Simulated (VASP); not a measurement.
# Pd (Im-3m) in VASP: a series of runs

The runs below take Pd through relaxation of cell and atoms, with PBE.

All numbers are computed with VASP 6.6.1; they aren't measurements. Logs are shortened: lines on timing, memory, paths and dates and some standing lists are left out, and cuts for length are marked.

## Step 1: The cell of the first run

The structure is cubic, space group Im-3m (No. 229). Conventional cell: a = 3.030 Å, b = 3.030 Å, c = 3.030 Å, α = 90.00°, β = 90.00°, γ = 90.00°. Within 3.5 Å of Pd (site symmetry m-3m) lie 14 Pd at 2.62 to 3.03 Å.

This isn't the form of Pd at room conditions, which is fcc.

## Step 2: Relaxation of cell and atoms, PBE, target pressure 22 GPa, at which the enthalpy is minimised

File INCAR:

```
ALGO = Normal ; EDIFF = 1E-6
EDIFFG = -0.005 ; ENCUT = 600
GGA = PE ; IBRION = 2
ISIF = 3 ; ISMEAR = -1
LASPH = True ; LCHARG = False
LREAL = False ; LWAVE = False
NELM = 80 ; NSW = 60
PREC = Accurate ; PSTRESS = 220.0
SIGMA = 0.08
```

File KPOINTS:

```
k-points
0
Gamma
  18 18 18
```

File POSCAR:

```
Pd
1.0
   -1.5148030012      1.5148030012      1.5148030012
    1.5148030012     -1.5148030012      1.5148030012
    1.5148030012      1.5148030012     -1.5148030012
Pd
1
Direct
    0.0000000000      0.0000000000      0.0000000000
```

Potentials or basis: VASP PAW PBE potentials, release 64 (Pd).

On the command line:

```sh
$ cat potpaw_PBE.64/Pd/POTCAR > POTCAR
$ mpirun -np 1 vasp_std > vasp.out
```

OUTCAR:

```text
EDIFF = 1E-6
   EDIFFG = -0.005
   ENCUT = 600
   GGA = PE
   IBRION = 2
   ISIF = 3
   ISMEAR = -1
   LASPH = True
   LREAL = False
   NELM = 80
   NSW = 60
   PREC = Accurate
   PSTRESS = 220.0

 ion  position               nearest neighbor table
   1  0.000  0.000  0.000-

  LATTYP: Found a body centered cubic cell.
 ALAT       =     3.0296060024

  Lattice vectors:

 A1 = (  -1.5148030012,   1.5148030012,   1.5148030012)
 A2 = (   1.5148030012,  -1.5148030012,   1.5148030012)
 A3 = (   1.5148030012,   1.5148030012,  -1.5148030012)

Analysis of symmetry for initial positions (statically):
=====================================================================
 Subroutine PRICEL returns:
 Original cell was already a primitive cell.

 Routine SETGRP: Setting up the symmetry group for a
 body centered cubic supercell.

 Subroutine GETGRP returns: Found 48 space group operations
 (whereof 48 operations were pure point group operations)
 out of a pool of 48 trial point group operations.

The static configuration has the point symmetry O_h .

Analysis of symmetry for dynamics (positions and initial velocities):
=====================================================================
 Subroutine PRICEL returns:
 Original cell was already a primitive cell.

 Routine SETGRP: Setting up the symmetry group for a
 body centered cubic supercell.

 Subroutine GETGRP returns: Found 48 space group operations
 (whereof 48 operations were pure point group operations)
 out of a pool of 48 trial point group operations.

The dynamic configuration has the point symmetry O_h .

 Subroutine INISYM returns: Found 48 space group operations
 (whereof 48 operations are pure point group operations),
 and found     1 'primitive' translations

----------------------------------------------------------------------------------------

                                     Primitive cell

  volume of cell :      13.9036

  direct lattice vectors                    reciprocal lattice vectors
    -1.514803001  1.514803001  1.514803001     0.000000000  0.330075924  0.330075924
     1.514803001 -1.514803001  1.514803001     0.330075924  0.000000000  0.330075924
     1.514803001  1.514803001 -1.514803001     0.330075924  0.330075924  0.000000000

  length of vectors
     2.623715762  2.623715762  2.623715762     0.466797848  0.466797848  0.466797848

  position of ions in fractional coordinates (direct lattice)
     0.000000000  0.000000000  0.000000000

  ion indices of the primitive-cell ions
   primitive index   ion index
                 1           1

----------------------------------------------------------------------------------------

 KPOINTS: k-points

Automatic generation of k-mesh.
 Grid dimensions read from file:
 generate k-points for:   18   18   18

 Generating k-lattice:

  Cartesian coordinates                     Fractional coordinates (reciprocal lattice)
     0.000000000  0.018337551  0.018337551     0.055555556  0.000000000  0.000000000
     0.018337551  0.000000000  0.018337551     0.000000000  0.055555556  0.000000000
     0.018337551  0.018337551  0.000000000     0.000000000  0.000000000  0.055555556

  Length of vectors
     0.025933214  0.025933214  0.025933214

  Shift w.r.t. Gamma in fractional coordinates (k-lattice)
     0.000000000  0.000000000  0.000000000

 Subroutine IBZKPT returns following result:
 ===========================================

 Found    195 irreducible k-points:

 Following reciprocal coordinates:
            Coordinates               Weight
  0.000000  0.000000  0.000000      1.000000
  0.055556  0.000000  0.000000     12.000000
  0.111111  0.000000  0.000000     12.000000
  0.166667  0.000000  0.000000     12.000000
  0.222222  0.000000  0.000000     12.000000
  0.277778  0.000000  0.000000     12.000000
[... 16 lines left out ...]
  0.333333  0.111111  0.000000     48.000000
  0.388889  0.111111  0.000000     48.000000
 [... further k-points ...]
   k-points           NKPTS =    195   k-points in BZ     NKDIM =    195   number of bands    NBANDS=      9
   number of dos      NEDOS =    301   number of ions     NIONS =      1
   total plane-waves  NPLWV =  13824
   dimension x,y,z NGX =    24 NGY =   24 NGZ =   24
   dimension x,y,z NGXF=    48 NGYF=   48 NGZF=   48
   ions per type =               1
   NGX,Y,Z   is equivalent  to a cutoff of  15.21, 15.21, 15.21 a.u.
   NGXF,Y,Z  is equivalent  to a cutoff of  30.41, 30.41, 30.41 a.u.
 SYSTEM =  unknown system
   PREC   = accura    normal or accurate (medium, high low for compatibility)
   ISTART =      0    job   : 0-new  1-cont  2-samecut
   ICHARG =      2    charge: 1-file 2-atom 10-const
   ISPIN  =      1    spin polarized calculation?
   LNONCOLLINEAR =      F non collinear calculations
   LSORBIT =      F    spin-orbit coupling
   LASPH  =      T    aspherical Exc in radial PAW
   ENCUT  =  600.0 eV  44.10 Ry    6.64 a.u.   5.24  5.24  5.24*2*pi/ulx,y,z
   NELM   =     80;   NELMIN=  2; NELMDL= -5     # of ELM steps
   EDIFF  = 0.1E-05   stopping-criterion for ELM
   LREAL  =      F    real-space projection
   EDIFFG = -.5E-02   stopping-criterion for IOM
   NSW    =     60    number of steps for IOM
   IBRION =      2    ionic relax: 0-MD 1-quasi-New 2-CG
   NFREE  =      1    steps in history (QN), initial steepest desc. (CG)
   ISIF   =      3    stress and relaxation
   ISYM   =      2    0-nonsym 1-usesym 2-fastsym
   POTIM  = 0.5000    time-step for ionic-motion
   TEBEG  =    0.0;   TEEND  =   0.0 temperature during run
   PSTRESS=  220.0 pullay stress
   NELECT =      10.0000    total number of electrons
   NUPDOWN=      -1.0000    fix difference up-down
   EMIN   =  10.00;   EMAX   =-10.00  energy-range for DOS
   EFERMI =   0.00;   METHOD = LEGACY
   ISMEAR =    -1;   SIGMA  =   0.08  broadening in eV -4-tet -1-fermi 0-gaus
   EFERMI_NEDOS =   21; number of points for ismear=-14 and -15
   IALGO  =     38    algorithm
   IMIX   =      4    mixing-type and parameters
     AMIX     =   0.40;   BMIX     =  1.00
     AMIX_MAG =   1.60;   BMIX_MAG =  1.00
  volume/ion in A,a.u.               =      13.90        93.83
  Fermi-wavevector in a.u.,A,eV,Ry     =   1.466781  2.771815 29.272216  2.151447
  Thomas-Fermi vector in A             =   2.582478
   LORBIT       =      0    0 simple, 1 ext, 2 COOP (PROOUT), +10 PAW based schemes
   GGA     = PE    functional components
   LHFCALC =     F    Hartree Fock is set to
   AEXX    =    0.0000 exact exchange contribution
   IVDW    =     0    specifies the selected vdW correction
   LEPSILON=     F    determine dielectric tensor
   LRPA    =     F    only Hartree local field effects (RPA)
 conjugate gradient relaxation of ions
 non-spin polarized calculation
  energy-cutoff  :      600.00
  volume of cell :       13.90
 maximum number of plane-waves:       478
 NGX is ok and might be reduce to    24
   NGX = 11   NGY = 11   NGZ = 11

--------------------------------------- Ionic step        1  -------------------------------------------

 number of electron      10.0000002 magnetization

 Free energy of the ion-electron system (eV)
  ---------------------------------------------------
  ext. energy  EPLUGINS =         0.00000000
  ---------------------------------------------------
  free energy    TOTEN  =        -5.09218291 eV

  energy without entropy =       -5.07003363  energy(sigma->0) =       -5.08110827

------------------------ aborting loop because EDIFF is reached ----------------------------------------

  FORCE on cell =-STRESS in cart. coord.  units (eV):
  Direction    XX          YY          ZZ          XY          YZ          ZX
  --------------------------------------------------------------------------------------
  -------------------------------------------------------------------------------------
  Total        1.9588411      1.9588411      1.9588411      0.0000000     -0.0000000      0.0000000
  in kB      225.7258613    225.7258613    225.7258613      0.0000000     -0.0000000      0.0000000
  external PRESSURE =       5.7258613 kB  Pullay stress =     220.0000000 kB

 VOLUME and BASIS-vectors are now :
 -----------------------------------------------------------------------------
  energy-cutoff  :      600.00
  volume of cell :       13.90
      direct lattice vectors                 reciprocal lattice vectors
    -1.514803001  1.514803001  1.514803001     0.000000000  0.330075924  0.330075924
     1.514803001 -1.514803001  1.514803001     0.330075924  0.000000000  0.330075924
     1.514803001  1.514803001 -1.514803001     0.330075924  0.330075924  0.000000000
[... 44 lines left out ...]
  FREE ENERGIE OF THE ION-ELECTRON SYSTEM (eV)
  ---------------------------------------------------
  free  energy   TOTEN  =        -5.1056719507 eV

  energy  without entropy=       -5.0832590155  energy(sigma->0) =       -5.09446548

  enthalpy is  TOTEN    =        -3.1827573727 eV   P V=        1.9229145781

--------------------------------------- Ionic step        3  -------------------------------------------

 number of electron      10.0000001 magnetization

 Free energy of the ion-electron system (eV)
  ---------------------------------------------------
  ext. energy  EPLUGINS =         0.00000000
  ---------------------------------------------------
  free energy    TOTEN  =        -5.09596333 eV

  energy without entropy =       -5.07374286  energy(sigma->0) =       -5.08485310

 E-fermi :  10.7778     XC(G=0): -13.5392

 val. band max:       10.7677943217   @ k =  -0.4444  -0.4444   0.3333
 cond. band min:      10.7926110371   @ k =   0.5000   0.5000   0.4444
 fundamental gap:      0.0248167154
 Fermi energy:        10.7778280389

 k-point     1 :       0.0000    0.0000    0.0000
  band No.  band energies     occupation
      1       3.1967      2.00000
      2       7.5395      2.00000
      3       7.5395      2.00000
      4       7.5395      2.00000
      5       9.7127      2.00000
      6       9.7127      2.00000
      7      30.2741      0.00000
      8      30.2741      0.00000
      9      30.2741      0.00000

 k-point     2 :       0.0556    0.0000    0.0000
  band No.  band energies     occupation
      1       3.3220      2.00000
      2       7.4944      2.00000
      3       7.5409      2.00000
      4       7.6320      2.00000
      5       9.6579      2.00000
      6       9.7159      2.00000
      7      30.2505      0.00000
      8      30.3071      0.00000
      9      30.4360      0.00000
[... 253 lines left out ...]
 k-point    24 :       0.3889    0.1111    0.0000
  band No.  band energies     occupation
      1       5.2995      2.00000
      2       6.3435      2.00000
      3       9.1984      2.00000
      4       9.6065      2.00000
      5      10.4956      1.94296
      6      13.3314      0.00000
      7      19.9654      0.00000
      8      25.8099      0.00000
      9      28.5209      0.00000

 [... further k-points ...]

------------------------ aborting loop because EDIFF is reached ----------------------------------------

  FORCE on cell =-STRESS in cart. coord.  units (eV):
  Direction    XX          YY          ZZ          XY          YZ          ZX
  --------------------------------------------------------------------------------------
  -------------------------------------------------------------------------------------
  Total        1.9122104      1.9122104      1.9122104     -0.0000000     -0.0000000      0.0000000
  in kB      219.9225153    219.9225153    219.9225153     -0.0000000     -0.0000000      0.0000000
  external PRESSURE =      -0.0774847 kB  Pullay stress =     220.0000000 kB

 VOLUME and BASIS-vectors are now :
 -----------------------------------------------------------------------------
  energy-cutoff  :      600.00
  volume of cell :       13.93
      direct lattice vectors                 reciprocal lattice vectors
    -1.515789366  1.515789366  1.515789366     0.000000000  0.329861135  0.329861135
     1.515789366 -1.515789366  1.515789366     0.329861135  0.000000000  0.329861135
     1.515789366  1.515789366 -1.515789366     0.329861135  0.329861135  0.000000000

 POSITION                                       TOTAL-FORCE (eV/Angst)
 -----------------------------------------------------------------------------------
      0.00000      0.00000     -0.00000         0.000000     -0.000000     -0.000000
 -----------------------------------------------------------------------------------
    total drift:                               -0.000000     -0.000000      0.000000

  FREE ENERGIE OF THE ION-ELECTRON SYSTEM (eV)
  ---------------------------------------------------
  free  energy   TOTEN  =        -5.0959633305 eV

  energy  without entropy=       -5.0737428643  energy(sigma->0) =       -5.08485310

  enthalpy is  TOTEN    =        -3.1830792285 eV   P V=        1.9128841020

 reached required accuracy - stopping structural energy minimisation
```

Run time: 29 s. Hardware: 1 thread of AMD EPYC 9R45 (Zen 5), shared host; peak memory 0.14 GiB.

Results:

```yaml
Free_energy: -5.0960 eV
Relaxed_volume: 13.93 Å³/atom
Relaxed_cell: a = 2.625 Å, b = 2.625 Å, c = 2.625 Å, α = 109.47°, β = 109.47°, γ = 109.47°
Space_group_after_relaxing_to_0.1_Å: Im-3m (No. 229)
Energy_change_on_relaxing_the_run_minimises_the_enthalpy: -3.8 meV/atom
Ionic_steps: 3
Pressure_after_relaxing: 22.0 GPa
Band_gap_on_the_k_mesh: zero (bands 5 and 6 overlap by 1.85 eV)
```

Step by step:
```csv
step,energy change (eV),largest force (eV/Å),pressure (GPa),volume (Å³)
1,0.0000,0.0000,22.57,13.90
2,-0.0135,0.0000,20.63,14.00
3,-0.0038,0.0000,21.99,13.93
```

Final structure:
```xyz
1
Lattice="-1.5158 1.5158 1.5158 1.5158 -1.5158 1.5158 1.5158 1.5158 -1.5158" Properties=species:S:1:pos:R:3 pbc="T T T"
Pd    0.0000    0.0000    0.0000
```

Caveat: the cell is relaxed towards a set pressure, so the run minimises the enthalpy, not the energy.

## Step 3: Relaxation of cell and atoms, PBE, target pressure 22 GPa, at which the enthalpy is minimised

This run uses another cell than the first one, of 13.96 Å³/atom.

File INCAR:

```
ALGO = Normal ; EDIFF = 1E-7
EDIFFG = -0.005 ; ENCUT = 600
GGA = PE ; IBRION = 2
ISIF = 3 ; ISMEAR = -1
LASPH = True ; LCHARG = False
LREAL = False ; LWAVE = False
NELM = 80 ; NSW = 32
PREC = Accurate ; PSTRESS = 220.0
SIGMA = 0.08
```

KPOINTS is that of step 2.

File POSCAR:

```
Pd
1.0
   -1.5168269563      1.5168269563      1.5168269563
    1.5168269563     -1.5168269563      1.5168269563
    1.5168269563      1.5168269563     -1.5168269563
Pd
1
Direct
    0.0000000000      0.0000000000      0.0000000000
```

Potentials or basis: VASP PAW PBE potentials, release 64 (Pd).

On the command line:

```sh
$ cat potpaw_PBE.64/Pd/POTCAR > POTCAR
$ mpirun -np 1 vasp_std > vasp.out
```

Wall time 32 s (1 thread of AMD EPYC 9R45 (Zen 5), shared host); peak memory 0.14 GiB.

The run converged. Its results:

```yaml
Free_energy: -5.0962 eV
Relaxed_volume: 13.93 Å³/atom
Relaxed_cell: a = 2.626 Å, b = 2.626 Å, c = 2.626 Å, α = 109.47°, β = 109.47°, γ = 109.47°
Space_group_after_relaxing_to_0.1_Å: Im-3m (No. 229)
Energy_change_on_relaxing_the_run_minimises_the_enthalpy: +3.7 meV/atom
Ionic_steps: 3
Pressure_after_relaxing: 22.0 GPa
Band_gap_on_the_k_mesh: zero (bands 5 and 6 overlap by 1.85 eV)
```

Step by step:
```tsv
step	energy change (eV)	largest force (eV/Å)	pressure (GPa)	volume (Å³)
1	0.0000	0.0000	21.47	13.96
2	0.0131	0.0000	23.30	13.87
3	0.0037	0.0000	22.00	13.93
```

Final structure:
```cif
data_structure
_symmetry_space_group_name_H-M 'P 1'
_symmetry_Int_Tables_number 1
_cell_length_a 2.6255
_cell_length_b 2.6255
_cell_length_c 2.6255
_cell_angle_alpha 109.471
_cell_angle_beta 109.471
_cell_angle_gamma 109.471
_cell_volume 13.93
loop_
_atom_site_label
_atom_site_type_symbol
_atom_site_fract_x
_atom_site_fract_y
_atom_site_fract_z
_atom_site_occupancy
Pd1 Pd 0.00000 0.00000 0.00000 1
```

Levels at points of the mesh, in eV from the Fermi level:
```
           k point  band 3  band 4  band 5  band 6  band 7  band 8
(0.00, 0.00, 0.00)   -3.24   -3.24   -1.06   -1.06   19.50   19.50
(0.50, 0.00, 0.00)   -1.13   -0.79    0.68    1.30    8.48   15.28
(0.50, 0.50, 0.50)    0.25    0.25    0.25    9.48    9.48    9.48
```

Caveat: the cell is relaxed towards a set pressure, so the run minimises the enthalpy, not the energy.

The gap in the log of VASP goes by the Fermi energy; the results here count the filled bands.